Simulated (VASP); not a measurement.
# MgO (Fm-3m) in VASP: settings compared

Aim: see how the results for MgO move with the level of theory and the settings. Levels: LDA, PBE. Tasks: vibrations by perturbation theory, dielectric tensor.

Everything below comes from runs of VASP 6.6.1. Logs are shortened: lines on timing, memory, paths and dates and some standing lists are left out, and cuts for length are marked.

### Step 1. The cell of the first run

Symmetry: Fm-3m, No. 225, cubic system. The conventional cell has a = 4.194 Å, b = 4.194 Å, c = 4.194 Å, α = 90.00°, β = 90.00°, γ = 90.00°. Within 2.8 Å of Mg (site symmetry m-3m) lie 6 O at 2.10 Å. O (site symmetry m-3m) has 6 Mg at 2.10 Å within 2.8 Å.

### Step 2. Vibrations by perturbation theory, LDA

Input file INCAR:

```
SYSTEM = MgO
ALGO = Normal ; EDIFF = 1E-8
ENCUT = 520 ; GGA = CA
IBRION = 8 ; ISIF = 2
ISMEAR = 0 ; LASPH = .TRUE.
LCHARG = .TRUE. ; LEPSILON = .TRUE.
LREAL = .FALSE. ; LWAVE = .FALSE.
NBANDS = 11 ; NELM = 100
NSW = 1 ; PREC = Accurate
SIGMA = 0.01
```

Input file KPOINTS:

```
k-points
0
G
  8 8 8
  0 0 0
```

Input file POSCAR:

```
MgO
1.0
    0.0000000000      2.0970013927      2.0970013927
    2.0970013927      0.0000000000      2.0970013927
    2.0970013927      2.0970013927      0.0000000000
Mg O
1 1
Direct
    0.0000000000      0.0000000000      0.0000000000
    0.5000000000      0.5000000000      0.5000000000
```

Potentials or basis: VASP PAW LDA potentials, release 64 (Mg, O).

Launch:

```
> cat potpaw_LDA.64/Mg/POTCAR potpaw_LDA.64/O/POTCAR > POTCAR
> mpirun -np 1 vasp_std > vasp.out
```

OUTCAR:

```text
SYSTEM = MgO
   EDIFF = 1E-8
   ENCUT = 520
   GGA = CA
   IBRION = 8
   ISIF = 2
   ISMEAR = 0
   LASPH = .TRUE.
   LEPSILON = .TRUE.
   LREAL = .FALSE.
   NELM = 100
   NSW = 1
   PREC = Accurate

 ion  position               nearest neighbor table
   1  0.000  0.000  0.000-   2 2.10   2 2.10   2 2.10   2 2.10   2 2.10   2 2.10
   2  0.500  0.500  0.500-   1 2.10   1 2.10   1 2.10   1 2.10   1 2.10   1 2.10

  LATTYP: Found a face centered cubic cell.
 ALAT       =     4.1940027854

  Lattice vectors:

 A1 = (   0.0000000000,   2.0970013927,   2.0970013927)
 A2 = (   2.0970013927,   0.0000000000,   2.0970013927)
 A3 = (   2.0970013927,   2.0970013927,   0.0000000000)

Analysis of symmetry for initial positions (statically):
=====================================================================
 Subroutine PRICEL returns:
 Original cell was already a primitive cell.

 Routine SETGRP: Setting up the symmetry group for a
 face centered cubic supercell.

 Subroutine GETGRP returns: Found 48 space group operations
 (whereof 48 operations were pure point group operations)
 out of a pool of 48 trial point group operations.

The static configuration has the point symmetry O_h .

Analysis of symmetry for dynamics (positions and initial velocities):
=====================================================================
 Subroutine PRICEL returns:
 Original cell was already a primitive cell.

 Routine SETGRP: Setting up the symmetry group for a
 face centered cubic supercell.

 Subroutine GETGRP returns: Found 48 space group operations
 (whereof 48 operations were pure point group operations)
 out of a pool of 48 trial point group operations.

The dynamic configuration has the point symmetry O_h .

 Subroutine INISYM returns: Found 48 space group operations
 (whereof 48 operations are pure point group operations),
 and found     1 'primitive' translations

----------------------------------------------------------------------------------------

                                     Primitive cell

  volume of cell :      18.4428

  direct lattice vectors                    reciprocal lattice vectors
     0.000000000  2.097001393  2.097001393    -0.238435702  0.238435702  0.238435702
     2.097001393  0.000000000  2.097001393     0.238435702 -0.238435702  0.238435702
     2.097001393  2.097001393  0.000000000     0.238435702  0.238435702 -0.238435702

  length of vectors
     2.965607810  2.965607810  2.965607810     0.412982751  0.412982751  0.412982751

  position of ions in fractional coordinates (direct lattice)
     0.000000000  0.000000000  0.000000000
     0.500000000  0.500000000  0.500000000

  ion indices of the primitive-cell ions
   primitive index   ion index
                 1           1
                 2           2

----------------------------------------------------------------------------------------

 KPOINTS: k-points

Automatic generation of k-mesh.
 Grid dimensions read from file:
[... 488 lines left out ...]
 ------------------------------------------------------

 Free energy of the ion-electron system (eV)
  ---------------------------------------------------
  ---------------------------------------------------
  free energy    TOTEN  =        -0.11651570 eV

  energy without entropy =       -0.11651570

------------------------ aborting loop because EDIFF is reached ----------------------------------------

--------------------------------------- Ionic step        2  -------------------------------------------

------------------------ aborting loop because EDIFF is reached ----------------------------------------

--------------------------------------- Ionic step        3  -------------------------------------------

------------------------ aborting loop because EDIFF is reached ----------------------------------------

 PIEZOELECTRIC TENSOR FIELD DIRECTION 3  (e Angst)
 -----------------------------------------------------------------------------
    -0.00013  0.00000 -0.00000           ( -0.00001  0.00000  0.00000)
     0.00000 -0.00013  0.00000           (  0.00000 -0.00001  0.00000)
     0.00000  0.00000 -0.00021           (  0.00000  0.00000 -0.00001)

 PIEZOELECTRIC TENSOR FIELD DIRECTION 3  (C/m^2)
 -----------------------------------------------------------------------------
    -0.00011  0.00000 -0.00000
     0.00000 -0.00011  0.00000
     0.00000  0.00000 -0.00018

--------------------------------------- Ionic step        4  -------------------------------------------

------------------------ aborting loop because EDIFF is reached ----------------------------------------

[... ionic steps 5 to 6 ...]

--------------------------------------- Ionic step        7  -------------------------------------------

 Free energy of the ion-electron system (eV)
  ---------------------------------------------------
  ---------------------------------------------------
  free energy    TOTEN  =        -0.35249530 eV

  energy without entropy =       -0.35249530

------------------------ aborting loop because EDIFF is reached ----------------------------------------

 INTERNAL STRAIN TENSOR  FOR ION    2  DIRECTION 1   (eV/Angst):
 -----------------------------------------------------------------------------
    -0.00555  0.00000  0.00000
     0.00000  0.00711  0.00000
     0.00000  0.00000  0.00711

 MACROSCOPIC STATIC DIELECTRIC TENSOR (including local field effects in DFT)
 ------------------------------------------------------
           3.135926     0.000000    -0.000000
           0.000000     3.135926    -0.000000
           0.000000     0.000000     3.135926
 ------------------------------------------------------

 PIEZOELECTRIC TENSOR (including local field effects)  for field in x, y, z        (e  Angst)
          XX          YY          ZZ          XY          YZ          ZX
  --------------------------------------------------------------------------------
  x     0.00000     0.00000     0.00000     0.00000     0.00000     0.00000
  y     0.00000     0.00000     0.00000     0.00000     0.00000     0.00000
  z     0.00000     0.00000     0.00000     0.00000     0.00000     0.00000

 PIEZOELECTRIC TENSOR (including local field effects)  for field in x, y, z        (C/m^2)
          XX          YY          ZZ          XY          YZ          ZX
  --------------------------------------------------------------------------------
  x     0.00000     0.00000     0.00000     0.00000     0.00000     0.00000
  y     0.00000     0.00000     0.00000     0.00000     0.00000     0.00000
  z     0.00000     0.00000     0.00000     0.00000     0.00000     0.00000

 BORN EFFECTIVE CHARGES (including local field effects) (in |e|, cummulative output)
 ---------------------------------------------------------------------------------
 ion    1
    1     1.96326    -0.00000     0.00000
    2     0.00000     1.96326     0.00000
    3     0.00000     0.00000     1.96326
 ion    2
    1    -1.96326     0.00000    -0.00000
    2    -0.00000    -1.96326    -0.00000
    3    -0.00000    -0.00000    -1.96326

 INTERNAL STRAIN TENSOR FOR ION    2 for displacements in x,y,z  (eV/Angst):
          X           Y           Z          XY          YZ          ZX
  --------------------------------------------------------------------------------
  x     0.00000     0.00000     0.00000     0.00000     0.00000     0.00000
  y     0.00000     0.00000     0.00000     0.00000     0.00000     0.00000
  z     0.00000     0.00000     0.00000     0.00000     0.00000     0.00000

 SECOND DERIVATIVES (NOT SYMMETRIZED)
 ------------------------------------
               1X          1Y          1Z          2X          2Y          2Z
  1X    -5.400965    0.000000    0.000000    5.400965    0.000000    0.000000
  1Y     0.000000   -5.400965    0.000000    0.000000    5.400965    0.000000
  1Z     0.000000    0.000000   -5.400965    0.000000    0.000000    5.400965
  2X     5.416115    0.000000    0.000000   -5.416115    0.000000    0.000000
  2Y     0.000000    5.416115    0.000000    0.000000   -5.416115    0.000000
  2Z     0.000000    0.000000    5.416115    0.000000    0.000000   -5.416115

 Eigenvectors and eigenvalues of the dynamical matrix
 ----------------------------------------------------

   1 f  =   11.706449 THz    73.553788 2PiTHz  390.485107 cm-1    48.413961 meV
             X         Y         Z           dx          dy          dz
      0.000000  0.000000  0.000000    -0.629526    0.000000    0.000000
      2.097001  2.097001  2.097001     0.776980    0.000000    0.000000
[... 21 lines left out ...]
   6 f/i=    0.008020 THz     0.050388 2PiTHz    0.267502 cm-1     0.033166 meV
             X         Y         Z           dx          dy          dz
      0.000000  0.000000  0.000000     0.000000    0.000000    0.776980
      2.097001  2.097001  2.097001     0.000000    0.000000    0.629526

--------------------------------------------------------------------------------------------------------

 MACROSCOPIC STATIC DIELECTRIC TENSOR IONIC CONTRIBUTION
 ------------------------------------------------------
           6.992197     0.000000     0.000000
           0.000000     6.992197    -0.000000
           0.000000    -0.000000     6.992197
 ------------------------------------------------------

 ELASTIC MODULI CONTR FROM IONIC RELAXATION (kBar)
 Direction    XX          YY          ZZ          XY          YZ          ZX
 --------------------------------------------------------------------------------
 XX           0.0000      0.0000      0.0000      0.0000      0.0000      0.0000
 YY           0.0000      0.0000      0.0000      0.0000      0.0000      0.0000
 ZZ           0.0000      0.0000      0.0000      0.0000      0.0000      0.0000
 XY           0.0000      0.0000      0.0000      0.0000      0.0000      0.0000
 YZ           0.0000      0.0000      0.0000      0.0000      0.0000      0.0000
 ZX           0.0000      0.0000      0.0000      0.0000      0.0000      0.0000
 --------------------------------------------------------------------------------

 PIEZOELECTRIC TENSOR IONIC CONTR  for field in x, y, z        (C/m^2)
          XX          YY          ZZ          XY          YZ          ZX
  --------------------------------------------------------------------------------
  x     0.00000     0.00000     0.00000     0.00000     0.00000     0.00000
  y     0.00000     0.00000     0.00000     0.00000     0.00000     0.00000
  z     0.00000     0.00000     0.00000     0.00000     0.00000     0.00000
```

It took 46 s on 1 thread of Intel Xeon Platinum 8488C (Sapphire Rapids), shared host; peak memory 0.16 GiB.

Results:

```
Electronic dielectric tensor (diagonal)                 : 3.14
Born charges (mean of the diagonal)                     : Mg +1.96; O -1.96 e
Highest phonon frequency at Γ, LO-TO splitting left out : 390 cm⁻¹
```

Phonon frequencies in cm⁻¹ (negative: imaginary):
```tsv
q point	frequencies
(0.000, 0.000, 0.000)	0 0 0 390 390 390
```

Electronic dielectric tensor:
```
3.14 0.00 0.00
0.00 3.14 0.00
0.00 0.00 3.14
```

Born effective charge tensors (e):
atom 1, Mg
```
1.96 0.00 0.00
0.00 1.96 0.00
0.00 0.00 1.96
```
atom 2, O
```
-1.96  0.00  0.00
 0.00 -1.96  0.00
 0.00  0.00 -1.96
```

Caveat: the cell wasn't relaxed at this level first, which shifts response properties.

### Step 3. Vibrations by perturbation theory, PBE

Input file INCAR:

```
SYSTEM = MgO
  PREC = Accurate
  ENCUT = 520
  EDIFF = 1E-8
  ISMEAR = 0
  SIGMA = 0.01
  LREAL = .FALSE.
  LASPH = .TRUE.
  NELM = 80
  ALGO = Normal
  ISIF = 2
  LWAVE = .FALSE.
  LCHARG = .TRUE.
  GGA = PE
  NBANDS = 11
  IBRION = 8
  NSW = 1
  LEPSILON = .TRUE.
```

Input file KPOINTS:

```
regular mesh
0
G
  8 8 8
  0 0 0
```

POSCAR is that of step 2.

Potentials or basis: VASP PAW PBE potentials, release 64 (Mg, O).

Launch:

```
> cat potpaw_PBE.64/Mg/POTCAR potpaw_PBE.64/O/POTCAR > POTCAR
> mpirun -np 1 vasp_std > vasp.out
```

OUTCAR:

```text
SYSTEM = MgO
   PREC = Accurate
   ENCUT = 520
   EDIFF = 1E-8
   ISMEAR = 0
   LREAL = .FALSE.
   LASPH = .TRUE.
   NELM = 80
   ISIF = 2
   GGA = PE
   IBRION = 8
   NSW = 1
   LEPSILON = .TRUE.

 ion  position               nearest neighbor table
   1  0.000  0.000  0.000-   2 2.10   2 2.10   2 2.10   2 2.10   2 2.10   2 2.10
   2  0.500  0.500  0.500-   1 2.10   1 2.10   1 2.10   1 2.10   1 2.10   1 2.10

[... 667 lines left out ...]
      2.097001  2.097001  2.097001    -0.773190    0.075643    0.002821
[... 21 lines left out ...]
   6 f/i=    0.006555 THz     0.041188 2PiTHz    0.218660 cm-1     0.027110 meV
             X         Y         Z           dx          dy          dz
      0.000000  0.000000  0.000000     0.136082    0.578390    0.500498
      2.097001  2.097001  2.097001     0.110290    0.468767    0.405638

--------------------------------------------------------------------------------------------------------

 MACROSCOPIC STATIC DIELECTRIC TENSOR IONIC CONTRIBUTION
 ------------------------------------------------------
           6.424202     0.000000     0.000000
           0.000000     6.424202    -0.000000
           0.000000    -0.000000     6.424202
 ------------------------------------------------------

 ELASTIC MODULI CONTR FROM IONIC RELAXATION (kBar)
 Direction    XX          YY          ZZ          XY          YZ          ZX
 --------------------------------------------------------------------------------
 XX           0.0000      0.0000      0.0000      0.0000      0.0000      0.0000
 YY           0.0000      0.0000      0.0000      0.0000      0.0000      0.0000
 ZZ           0.0000      0.0000      0.0000      0.0000      0.0000      0.0000
 XY           0.0000      0.0000      0.0000      0.0000      0.0000      0.0000
 YZ           0.0000      0.0000      0.0000      0.0000      0.0000      0.0000
 ZX           0.0000      0.0000      0.0000      0.0000      0.0000      0.0000
 --------------------------------------------------------------------------------

 PIEZOELECTRIC TENSOR IONIC CONTR  for field in x, y, z        (C/m^2)
          XX          YY          ZZ          XY          YZ          ZX
  --------------------------------------------------------------------------------
  x     0.00000     0.00000     0.00000     0.00000     0.00000     0.00000
  y     0.00000     0.00000     0.00000     0.00000     0.00000     0.00000
  z     0.00000     0.00000     0.00000     0.00000     0.00000     0.00000
```

OSZICAR:

```text
N       E                     dE             d eps       ncg     rms          rms(c)
DAV:   1     0.128469641555E+02    0.12847E+02   -0.46366E+03   721   0.641E+02
DAV:   2    -0.129099516841E+02   -0.25757E+02   -0.25377E+02   753   0.138E+02
DAV:   3    -0.134594207523E+02   -0.54947E+00   -0.54897E+00   743   0.166E+01
DAV:   4    -0.134606945447E+02   -0.12738E-02   -0.12738E-02   713   0.925E-01
[... 124 lines left out ...]
RMM:   7    -0.360017473809E+00    0.98865E-05   -0.15948E-08  2156   0.114E-03    0.111E-04
RMM:   8    -0.360017203116E+00    0.27069E-06   -0.68624E-11  2220   0.692E-05    0.344E-05
RMM:   9    -0.360017280651E+00   -0.77535E-07   -0.48756E-11  2252   0.582E-05    0.346E-06
RMM:  10    -0.360017258296E+00    0.22355E-07   -0.21953E-11  2056   0.723E-06    0.137E-06
RMM:  11    -0.360017263142E+00   -0.48458E-08   -0.39682E-11  1865   0.553E-06    0.130E-07
 Linear response finished
```

stdout:

```text
POSCAR found type information on POSCAR MgO
 POSCAR found :  2 types and       2 ions
 scaLAPACK will be used
 LDA part: xc-table for (Slater+PW92), standard interpolation
 POSCAR, INCAR and KPOINTS ok, starting setup
 FFT: planning ... GRIDC
 FFT: planning ... GRID_SOFT
 FFT: planning ... GRID
 WAVECAR not read
 entering main loop
[... 23 lines left out ...]
  Direction:   3
 dielectric tensor                  component  3 :     0.044     0.230     3.119
 Linear response DOF=           2
 Linear response progress:
 first order change of Fermi-energy   0.44204E-04
 force on displaced ion       1 direction 1 :  -5.885   0.000   0.000
 Born effective charge ion    1 direction 1 :   1.963   0.000   0.000
 Linear response progress:
 first order change of Fermi-energy   0.11139E-02
 force on displaced ion       2 direction 1 :  -5.898   0.000   0.000
 Born effective charge ion    2 direction 1 :  -1.965   0.000   0.000
 Born effective charges drift removed
 Linear response finished
```

Run time: 90 s. Hardware: 1 thread of Intel Xeon Platinum 8488C (Sapphire Rapids), shared host; peak memory 0.17 GiB.

Results:

| Property | Result |
| --- | --- |
| Electronic dielectric tensor (diagonal) | 3.12 |
| Born charges (mean of the diagonal) | Mg +1.96; O -1.96 e |
| Highest phonon frequency at Γ, LO-TO splitting left out | 408 cm⁻¹ |

Phonon frequencies in cm⁻¹ (negative: imaginary):
```csv
q point,frequencies
"(0.000, 0.000, 0.000)",0 0 0 408 408 408
```

Electronic dielectric tensor:
```
3.12 0.00 0.00
0.00 3.12 0.00
0.00 0.00 3.12
```

Born effective charge tensors (e):
atom 1, Mg
```
1.96 0.00 0.00
0.00 1.96 0.00
0.00 0.00 1.96
```
atom 2, O
```
-1.96  0.00  0.00
 0.00 -1.96  0.00
 0.00  0.00 -1.96
```

Caveat: the cell wasn't relaxed at this level first, which shifts response properties.

[end of part 1 of 2]
